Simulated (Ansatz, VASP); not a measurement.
## W in VASP and in Ansatz

Contents of INCAR:

```
SYSTEM = W
PREC = Accurate
ENCUT = 520
EDIFF = 1E-6
ISMEAR = -1
SIGMA = 0.1
LREAL = .False.
LASPH = .True.
NELM = 60
ALGO = Normal
ISIF = 2
LWAVE = .False.
LCHARG = .False.
GGA = RP
NBANDS = 13
```

File KPOINTS:

```
Automatic mesh
0
Gamma
  15 15 15
  0 0 0
```

POSCAR

```
W
1.0
    0.0000000000      2.1057342257      2.1057342257
    2.1057342257      0.0000000000      2.1057342257
    2.1057342257      2.1057342257      0.0000000000
W
1
Direct
    0.0000000000      0.0000000000      0.0000000000
```

Input for Ansatz:

```yaml
crystal:
  lattice:
    - [0.0, 2.1057342257, 2.1057342257]
    - [2.1057342257, 0.0, 2.1057342257]
    - [2.1057342257, 2.1057342257, 0.0]
  atoms:
    - { symbol: W, position: [0.0, 0.0, 0.0] }
hamiltonian:
  xc: rpbe
  pseudopotentials:
    kind: paw
    azcp:
      W: "pseudopotentials/W.paw.azcp"
basis:
  ecutwfc: 420
  fft_grid_basis: typed
kpoints:
  mp_grid: { grid: [15, 15, 15], shift: [0, 0, 0] }
magnetization:
  spin_polarized: false
scf:
  occupations: { method: fermi_dirac, width: 0.1 }
  lower_state_search: "off"
output:
  stress: true
  write_density: true
  write_potential: true
  elf: true
  volumetric_format: npy
```

Alike in both runs: task single point; functional RPBE; k mesh 15 × 15 × 15; occupations fermi-dirac, width 0.1 eV; no spin polarisation.

|  | VASP | Ansatz |
| --- | --- | --- |
| version | VASP 6.6.1 | Ansatz 0.2.0 |
| potentials or method | VASP PAW PBE potentials, release 64 (W_sv), cutoff 520 eV | plane waves (420 eV) with PAW, scalar-relativistic |
| valence electrons in the cell | 14 | 14 |

Ansatz gave:

```
pressure (GPa) : -24.6
```

Q: Estimate VASP's values.

A: Pressure (GPa): -24.4.

VASP's potentials were made for PBE, not for RPBE.

Spin-orbit coupling is off throughout.
